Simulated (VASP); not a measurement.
# MnSi (Pm-3m) in VASP: further runs

The runs below take MnSi through single point, with PBE.

Everything below comes from runs of VASP 6.6.1. Logs are shortened: lines on timing, memory, paths and dates and some standing lists are left out, and cuts for length are marked.

## (1) The cell of the first run

It takes space group Pm-3m (No. 221, cubic). The conventional cell has a = 3.031 Å, b = 3.031 Å, c = 3.031 Å, α = 90.00°, β = 90.00°, γ = 90.00°. Within 3.5 Å of Mn (site symmetry m-3m) lie 8 Si at 2.62 Å and 6 Mn at 3.03 Å. Si (site symmetry m-3m) has 8 Mn at 2.62 Å and 6 Si at 3.03 Å within 3.5 Å.

## (2) Single point, PBE, collinear spin, ferromagnetic start (13.92 Å³/atom)

The input, INCAR:

```
SYSTEM = MnSi
PREC     = Accurate       ! precision mode
ENCUT    = 520            ! plane-wave cutoff, eV
EDIFF    = 1E-6           ! SCF threshold, eV
ISMEAR   = -1             ! smearing method
SIGMA    = 0.05           ! smearing width, eV
LREAL    = .False.        ! projectors in reciprocal space
LASPH    = .True.         ! aspherical terms in the spheres
NELM     = 150            ! most SCF steps
ALGO     = Normal         ! electronic algorithm
ISIF     = 2              ! what is computed and relaxed
LWAVE    = .False.        ! write WAVECAR
LCHARG   = .False.        ! write CHGCAR
ISPIN    = 2              ! spin polarisation
MAGMOM   = 4 0            ! initial moments
LORBIT   = 11             ! projections on sites
LMAXMIX  = 4              ! l up to which the mixer works
GGA      = PE             ! functional
NBANDS   = 20             ! bands
```

The input, KPOINTS:

```
regular mesh
0
Gamma
  9 9 9
  0 0 0
```

The input, POSCAR:

```
MnSi
1.0
    3.0306596745      0.0000000000      0.0000000000
    0.0000000000      3.0306596745      0.0000000000
    0.0000000000      0.0000000000      3.0306596745
Mn Si
1 1
Direct
    0.0000000000      0.0000000000      0.0000000000
    0.5000000000      0.5000000000      0.5000000000
```

Potentials or basis: VASP PAW PBE potentials, release 64 (Mn_pv, Si).

The run is started by

```console
cat potpaw_PBE.64/Mn_pv/POTCAR potpaw_PBE.64/Si/POTCAR > POTCAR
mpirun -np 1 vasp_std > vasp.out
```

OUTCAR:

```text
SYSTEM = MnSi
   PREC = Accurate
   ENCUT = 520
   EDIFF = 1E-6
   ISMEAR = -1
   LREAL = .False.
   LASPH = .True.
   NELM = 150
   ISIF = 2
   ISPIN = 2
   LORBIT = 11
   GGA = PE

 ion  position               nearest neighbor table
   1  0.000  0.000  0.000-   2 2.62   2 2.62   2 2.62   2 2.62   2 2.62   2 2.62   2 2.62   2 2.62

   2  0.500  0.500  0.500-   1 2.62   1 2.62   1 2.62   1 2.62   1 2.62   1 2.62   1 2.62   1 2.62

  LATTYP: Found a simple cubic cell.
 ALAT       =     3.0306596745

  Lattice vectors:

 A1 = (   3.0306596745,   0.0000000000,   0.0000000000)
 A2 = (   0.0000000000,   3.0306596745,   0.0000000000)
 A3 = (   0.0000000000,   0.0000000000,   3.0306596745)

Analysis of symmetry for initial positions (statically):
=====================================================================
 Subroutine PRICEL returns:
 Original cell was already a primitive cell.

 Routine SETGRP: Setting up the symmetry group for a
 simple cubic supercell.

 Subroutine GETGRP returns: Found 48 space group operations
 (whereof 48 operations were pure point group operations)
 out of a pool of 48 trial point group operations.

The static configuration has the point symmetry O_h .

Analysis of symmetry for dynamics (positions and initial velocities):
=====================================================================
 Subroutine PRICEL returns:
 Original cell was already a primitive cell.

 Routine SETGRP: Setting up the symmetry group for a
 simple cubic supercell.

 Subroutine GETGRP returns: Found 48 space group operations
 (whereof 48 operations were pure point group operations)
 out of a pool of 48 trial point group operations.

The dynamic configuration has the point symmetry O_h .

Analysis of structural, dynamic, and magnetic symmetry:
=====================================================================
 Subroutine PRICEL returns:
 Original cell was already a primitive cell.

 Routine SETGRP: Setting up the symmetry group for a
 simple cubic supercell.

 Subroutine GETGRP returns: Found 48 space group operations
 (whereof 48 operations were pure point group operations)
 out of a pool of 48 trial point group operations.

The overall configuration has the point symmetry O_h .

 Subroutine INISYM returns: Found 48 space group operations
 (whereof 48 operations are pure point group operations),
 and found     1 'primitive' translations

----------------------------------------------------------------------------------------

                                     Primitive cell

  volume of cell :      27.8363

  direct lattice vectors                    reciprocal lattice vectors
     3.030659674  0.000000000  0.000000000     0.329961166  0.000000000  0.000000000
     0.000000000  3.030659674  0.000000000     0.000000000  0.329961166  0.000000000
     0.000000000  0.000000000  3.030659674     0.000000000  0.000000000  0.329961166

  length of vectors
     3.030659674  3.030659674  3.030659674     0.329961166  0.329961166  0.329961166

  position of ions in fractional coordinates (direct lattice)
     0.000000000  0.000000000  0.000000000
     0.500000000  0.500000000  0.500000000

  ion indices of the primitive-cell ions
   primitive index   ion index
                 1           1
                 2           2

----------------------------------------------------------------------------------------

 KPOINTS: regular mesh

Automatic generation of k-mesh.
 Grid dimensions read from file:
 generate k-points for:    9    9    9

 Generating k-lattice:

  Cartesian coordinates                     Fractional coordinates (reciprocal lattice)
     0.036662352  0.000000000  0.000000000     0.111111111  0.000000000  0.000000000
     0.000000000  0.036662352  0.000000000     0.000000000  0.111111111  0.000000000
     0.000000000  0.000000000  0.036662352     0.000000000  0.000000000  0.111111111

  Length of vectors
     0.036662352  0.036662352  0.036662352

  Shift w.r.t. Gamma in fractional coordinates (k-lattice)
     0.000000000  0.000000000  0.000000000

 Subroutine IBZKPT returns following result:
 ===========================================

 Found     35 irreducible k-points:

 Following reciprocal coordinates:
            Coordinates               Weight
  0.000000  0.000000  0.000000      1.000000
  0.111111  0.000000  0.000000      6.000000
  0.222222  0.000000  0.000000      6.000000
  0.333333  0.000000  0.000000      6.000000
  0.444444  0.000000  0.000000      6.000000
  0.111111  0.111111  0.000000     12.000000
[... 16 lines left out ...]
  0.333333  0.333333  0.111111     24.000000
  0.444444  0.333333  0.111111     48.000000
 [... further k-points ...]
   k-points           NKPTS =     35   k-points in BZ     NKDIM =     35   number of bands    NBANDS=     20
   number of dos      NEDOS =    301   number of ions     NIONS =      2
   total plane-waves  NPLWV =  13824
   dimension x,y,z NGX =    24 NGY =   24 NGZ =   24
   dimension x,y,z NGXF=    48 NGYF=   48 NGZF=   48
   ions per type =               1   1
   NGX,Y,Z   is equivalent  to a cutoff of  13.17, 13.17, 13.17 a.u.
   NGXF,Y,Z  is equivalent  to a cutoff of  26.33, 26.33, 26.33 a.u.
 SYSTEM =  MnSi
   PREC   = accura    normal or accurate (medium, high low for compatibility)
   ISTART =      0    job   : 0-new  1-cont  2-samecut
   ICHARG =      2    charge: 1-file 2-atom 10-const
   ISPIN  =      2    spin polarized calculation?
   LNONCOLLINEAR =      F non collinear calculations
   LSORBIT =      F    spin-orbit coupling
   LASPH  =      T    aspherical Exc in radial PAW
   ENCUT  =  520.0 eV  38.22 Ry    6.18 a.u.   5.64  5.64  5.64*2*pi/ulx,y,z
   NELM   =    150;   NELMIN=  2; NELMDL= -5     # of ELM steps
   EDIFF  = 0.1E-05   stopping-criterion for ELM
   LREAL  =      F    real-space projection
   EDIFFG = 0.1E-04   stopping-criterion for IOM
   NSW    =      0    number of steps for IOM
   IBRION =     -1    ionic relax: 0-MD 1-quasi-New 2-CG
   NFREE  =      0    steps in history (QN), initial steepest desc. (CG)
   ISIF   =      2    stress and relaxation
   ISYM   =      2    0-nonsym 1-usesym 2-fastsym
   POTIM  = 0.5000    time-step for ionic-motion
   TEBEG  =    0.0;   TEEND  =   0.0 temperature during run
   PSTRESS=    0.0 pullay stress
   NELECT =      17.0000    total number of electrons
   NUPDOWN=      -1.0000    fix difference up-down
   EMIN   =  10.00;   EMAX   =-10.00  energy-range for DOS
   EFERMI =   0.00;   METHOD = LEGACY
   ISMEAR =    -1;   SIGMA  =   0.05  broadening in eV -4-tet -1-fermi 0-gaus
   EFERMI_NEDOS =   21; number of points for ismear=-14 and -15
   IALGO  =     38    algorithm
   IMIX   =      4    mixing-type and parameters
     AMIX     =   0.40;   BMIX     =  1.00
     AMIX_MAG =   1.60;   BMIX_MAG =  1.00
  volume/ion in A,a.u.               =      13.92        93.92
  Fermi-wavevector in a.u.,A,eV,Ry     =   1.388952  2.624739 26.248199  1.929188
  Thomas-Fermi vector in A             =   2.513029
   LORBIT       =     11    0 simple, 1 ext, 2 COOP (PROOUT), +10 PAW based schemes
   GGA     = PE    functional components
   LHFCALC =     F    Hartree Fock is set to
   AEXX    =    0.0000 exact exchange contribution
   IVDW    =     0    specifies the selected vdW correction
   LEPSILON=     F    determine dielectric tensor
   LRPA    =     F    only Hartree local field effects (RPA)
 spin polarized calculation
  energy-cutoff  :      520.00
  volume of cell :       27.84
 maximum number of plane-waves:       756
 NGX is ok and might be reduce to    24
   NGX = 11   NGY = 11   NGZ = 11

 number of electron      17.0000022 magnetization       0.9067378

 Free energy of the ion-electron system (eV)
  ---------------------------------------------------
  ext. energy  EPLUGINS =         0.00000000
  ---------------------------------------------------
  free energy    TOTEN  =       -14.43532862 eV

  energy without entropy =      -14.41715763  energy(sigma->0) =      -14.42624313

 E-fermi :   8.9075     XC(G=0): -11.9171

 val. band max:        8.8978833681   @ k =   0.4444   0.4444   0.1111
 cond. band min:       8.9289861616   @ k =   0.3333   0.3333   0.1111
 fundamental gap:      0.0311027935
 Fermi energy:         8.9075292251

 spin component 1

 k-point     1 :       0.0000    0.0000    0.0000
  band No.  band energies     occupation
      1     -39.3005      1.00000
      2     -39.3005      1.00000
      3     -39.3005      1.00000
      4      -2.7803      1.00000
      5       6.5792      1.00000
      6       6.5792      1.00000
[... 12 lines left out ...]
     19      29.4496      0.00000
     20      29.4497      0.00000

 k-point     2 :       0.1111    0.0000    0.0000
  band No.  band energies     occupation
      1     -39.3066      1.00000
      2     -39.2999      1.00000
      3     -39.2999      1.00000
      4      -2.5834      1.00000
      5       6.4218      1.00000
      6       6.6451      1.00000
[... 498 lines left out ...]
 k-point    24 :       0.4444    0.3333    0.1111
  band No.  band energies     occupation
      1     -39.3460      1.00000
      2     -39.3336      1.00000
      3     -39.2987      1.00000
      4       1.2609      1.00000
      5       4.2294      1.00000
      6       5.6995      1.00000
[... 12 lines left out ...]
     19      26.9524      0.00000
     20      27.7937      0.00000

 [... further k-points ...]

 spin component 2

 k-point     1 :       0.0000    0.0000    0.0000
  band No.  band energies     occupation
      1     -38.2350      1.00000
      2     -38.2350      1.00000
      3     -38.2350      1.00000
      4      -2.8336      1.00000
      5       7.0125      1.00000
      6       7.0125      1.00000
[... 12 lines left out ...]
     19      29.6982      0.00000
     20      29.7193      0.00000

 k-point     2 :       0.1111    0.0000    0.0000
  band No.  band energies     occupation
      1     -38.2415      1.00000
      2     -38.2344      1.00000
      3     -38.2344      1.00000
      4      -2.6378      1.00000
      5       6.7853      1.00000
      6       7.0867      1.00000
[... 498 lines left out ...]
 k-point    24 :       0.4444    0.3333    0.1111
  band No.  band energies     occupation
      1     -38.2835      1.00000
      2     -38.2703      1.00000
      3     -38.2331      1.00000
      4       1.2273      1.00000
      5       4.2866      1.00000
      6       5.9466      1.00000
[... 12 lines left out ...]
     19      27.2127      0.00000
     20      27.6889      0.00000

 [... further k-points ...]
[... 5 lines left out ...]
  --------------------------------------------------------------------------------------
  -------------------------------------------------------------------------------------
  Total       -5.0384117     -5.0384117     -5.0384117      0.0000000     -0.0000000      0.0000000
  in kB     -289.9964773   -289.9964773   -289.9964773      0.0000000     -0.0000000      0.0000000
  external PRESSURE =    -289.9964773 kB  Pullay stress =       0.0000000 kB

 VOLUME and BASIS-vectors are now :
 -----------------------------------------------------------------------------
  energy-cutoff  :      520.00
  volume of cell :       27.84
      direct lattice vectors                 reciprocal lattice vectors
     3.030659674  0.000000000  0.000000000     0.329961166  0.000000000  0.000000000
     0.000000000  3.030659674  0.000000000     0.000000000  0.329961166  0.000000000
     0.000000000  0.000000000  3.030659674     0.000000000  0.000000000  0.329961166

 POSITION                                       TOTAL-FORCE (eV/Angst)
 -----------------------------------------------------------------------------------
      0.00000      0.00000      0.00000         0.000000      0.000000      0.000000
      1.51533      1.51533      1.51533         0.000000      0.000000      0.000000
 -----------------------------------------------------------------------------------
    total drift:                               -0.000000      0.000000      0.000000

  FREE ENERGIE OF THE ION-ELECTRON SYSTEM (eV)
  ---------------------------------------------------
  free  energy   TOTEN  =       -14.4353286211 eV

  energy  without entropy=      -14.4171576330  energy(sigma->0) =      -14.42624313

 total charge

# of ion       s       p       d       tot
------------------------------------------
    1        0.271   6.235   5.174  11.679
    2        0.744   0.769   0.000   1.512
--------------------------------------------------
tot          1.014   7.003   5.174  13.191

 magnetization (x)

# of ion       s       p       d       tot
------------------------------------------
    1       -0.002   0.007   1.008   1.014
    2       -0.020  -0.057   0.000  -0.078
--------------------------------------------------
tot         -0.022  -0.050   1.008   0.936
```

It took 42 s on 1 thread of Intel Xeon 8259CL, shared host; peak memory 0.16 GiB.

Results:

- Free energy: -14.4353 eV
- Pressure: -29.0 GPa
- Net moment: 0.91 μB per cell
- Site moments: Mn +1.01; Si -0.08 μB
- Valence electrons inside the program's atomic spheres: Mn 11.68; Si 1.51

Caveat: the cell stands under tension.

## (3) Single point, PBE, collinear spin, ferromagnetic start (14.21 Å³/atom)

This run uses another cell than the first one, of 14.21 Å³/atom.

Edit INCAR of step 2 so:

```diff
@@ -6,4 +6,4 @@
 SIGMA    = 0.05           ! smearing width, eV
-LREAL    = .False.        ! projectors in reciprocal space
-LASPH    = .True.         ! aspherical terms in the spheres
+LREAL    = .FALSE.        ! projectors in reciprocal space
+LASPH    = .TRUE.         ! aspherical terms in the spheres
 NELM     = 150            ! most SCF steps
@@ -11,4 +11,4 @@
 ISIF     = 2              ! what is computed and relaxed
-LWAVE    = .False.        ! write WAVECAR
-LCHARG   = .False.        ! write CHGCAR
+LWAVE    = .FALSE.        ! write WAVECAR
+LCHARG   = .FALSE.        ! write CHGCAR
 ISPIN    = 2              ! spin polarisation
```

The input, KPOINTS:

```
Automatic mesh
0
G
  9 9 9
  0 0 0
```

The input, POSCAR:

```
MnSi
1.0
    3.0515614362      0.0000000000      0.0000000000
    0.0000000000      3.0515614362      0.0000000000
    0.0000000000      0.0000000000      3.0515614362
Mn Si
1 1
Direct
    0.0000000000      0.0000000000      0.0000000000
    0.5000000000      0.5000000000      0.5000000000
```

Potentials or basis: VASP PAW PBE potentials, release 64 (Mn_pv, Si).

The run is started by

```console
cat potpaw_PBE.64/Mn_pv/POTCAR potpaw_PBE.64/Si/POTCAR > POTCAR
mpirun -np 1 vasp_std > vasp.out
```

Run time: 53 s. Hardware: 1 thread of Intel Xeon 8259CL, shared host; peak memory 0.16 GiB.

Results (log left out):

```
Free energy                                           : -14.2828 eV
Pressure                                              : -22.9 GPa
Net moment                                            : 1.85 μB per cell
Site moments                                          : Mn +2.00; Si -0.11 μB
Valence electrons inside the program's atomic spheres : Mn 11.65; Si 1.53
```

Levels at points of the mesh, in eV from the Fermi level:
Spin up:
| k point | band 6 | band 7 | band 8 | band 9 | band 10 | band 11 | band 12 | band 13 |
| --- | --- | --- | --- | --- | --- | --- | --- | --- |
| (0.00, 0.00, 0.00) | -2.81 | -0.99 | -0.99 | -0.99 | 2.56 | 2.56 | 2.56 | 7.47 |
Spin down:
```
           k point  band 4  band 5  band 6  band 7  band 8  band 9  band 10  band 11
(0.00, 0.00, 0.00)  -11.79   -1.56   -1.56    0.98    0.98    0.98     2.50     2.50
```

Caveat: the cell stands under tension.

## (4) Single point, PBE, collinear spin, ferromagnetic start (14.50 Å³/atom)

This run uses another cell than the first one, of 14.50 Å³/atom.

The input, INCAR:

```
PREC = Accurate
ENCUT = 520
EDIFF = 1E-6
ISMEAR = -1
SIGMA = 0.05
LREAL = F
LASPH = T
NELM = 150
ALGO = Normal
ISIF = 2
LWAVE = F
LCHARG = F
ISPIN = 2
MAGMOM = 4 0
LORBIT = 11
LMAXMIX = 4
GGA = PE
NBANDS = 20
```

The input, KPOINTS:

```
regular mesh
0
Gamma
  9 9 9
```

The input, POSCAR:

```
MnSi
1.0
    3.0721807200      0.0000000000      0.0000000000
    0.0000000000      3.0721807200      0.0000000000
    0.0000000000      0.0000000000      3.0721807200
Mn Si
1 1
Direct
    0.0000000000      0.0000000000      0.0000000000
    0.5000000000      0.5000000000      0.5000000000
```

The run is started by

```console
cat potpaw_PBE.64/Mn_pv/POTCAR potpaw_PBE.64/Si/POTCAR > POTCAR
mpirun -np 1 vasp_std > vasp.out
```

It took 51 s on 1 thread of Intel Xeon 8259CL, shared host; peak memory 0.16 GiB.

Results (log left out):

- Free energy: -14.2218 eV
- Pressure: -17.8 GPa
- Net moment: 2.53 μB per cell
- Site moments: Mn +2.63; Si -0.10 μB
- Valence electrons inside the program's atomic spheres: Mn 11.62; Si 1.54

Levels at points of the mesh, in eV from the Fermi level:
Spin up:
```csv
k point,band 6,band 7,band 8,band 9,band 10,band 11,band 12,band 13,band 14,band 15
"(0.00, 0.00, 0.00)",-3.02,-1.25,-1.25,-1.25,2.43,2.43,2.43,7.29,7.29,8.16
```
Spin down:
| k point | band 4 | band 5 | band 6 | band 7 | band 8 | band 9 | band 10 | band 11 |
| --- | --- | --- | --- | --- | --- | --- | --- | --- |
| (0.00, 0.00, 0.00) | -11.68 | -1.27 | -1.27 | 1.26 | 1.26 | 1.26 | 2.42 | 2.42 |

Caveat: the cell stands under tension.

## (5) Single point, PBE, collinear spin, ferromagnetic start (14.79 Å³/atom)

This run uses another cell than the first one, of 14.79 Å³/atom.

The input, INCAR:

```
PREC     = Accurate       # precision mode
ENCUT    = 520            # plane-wave cutoff, eV
EDIFF    = 1E-6           # SCF threshold, eV
ISMEAR   = -1             # smearing method
SIGMA    = 0.05           # smearing width, eV
LREAL    = False          # projectors in reciprocal space
LASPH    = True           # aspherical terms in the spheres
NELM     = 150            # most SCF steps
ALGO     = Normal         # electronic algorithm
ISIF     = 2              # what is computed and relaxed
LWAVE    = False          # write WAVECAR
LCHARG   = False          # write CHGCAR
ISPIN    = 2              # spin polarisation
MAGMOM   = 4 0            # initial moments
LORBIT   = 11             # projections on sites
LMAXMIX  = 4              # l up to which the mixer works
GGA      = PE             # functional
NBANDS   = 20             # bands
```

KPOINTS is that of step 4.

The input, POSCAR:

```
MnSi
1.0
    3.0925268806      0.0000000000      0.0000000000
    0.0000000000      3.0925268806      0.0000000000
    0.0000000000      0.0000000000      3.0925268806
Mn Si
1 1
Direct
    0.0000000000      0.0000000000      0.0000000000
    0.5000000000      0.5000000000      0.5000000000
```

The run is started by

```console
cat potpaw_PBE.64/Mn_pv/POTCAR potpaw_PBE.64/Si/POTCAR > POTCAR
mpirun -np 1 vasp_std > vasp.out
```

Wall time 50 s (1 thread of Intel Xeon 8259CL, shared host); peak memory 0.16 GiB.

It converged, with:

| Quantity | Value |
| --- | --- |
| Free energy | -14.1566 eV |
| Pressure | -18.5 GPa |
| Net moment | 2.58 μB per cell |
| Site moments | Mn +2.69; Si -0.11 μB |
| Valence electrons inside the program's atomic spheres | Mn 11.59; Si 1.53 |

Levels at points of the mesh, in eV from the Fermi level:
Spin up:
```csv
k point,band 7,band 8,band 9,band 10,band 11,band 12,band 13,band 14
"(0.00, 0.00, 0.00)",-1.31,-1.31,-1.31,2.36,2.36,2.36,7.20,7.20
```
Spin down:
```
           k point  band 5  band 6  band 7  band 8  band 9  band 10
(0.00, 0.00, 0.00)   -1.21   -1.21    1.25    1.25    1.25     2.34
```

Caveat: the cell stands under tension.

(Part 1 of 2 ends here.)
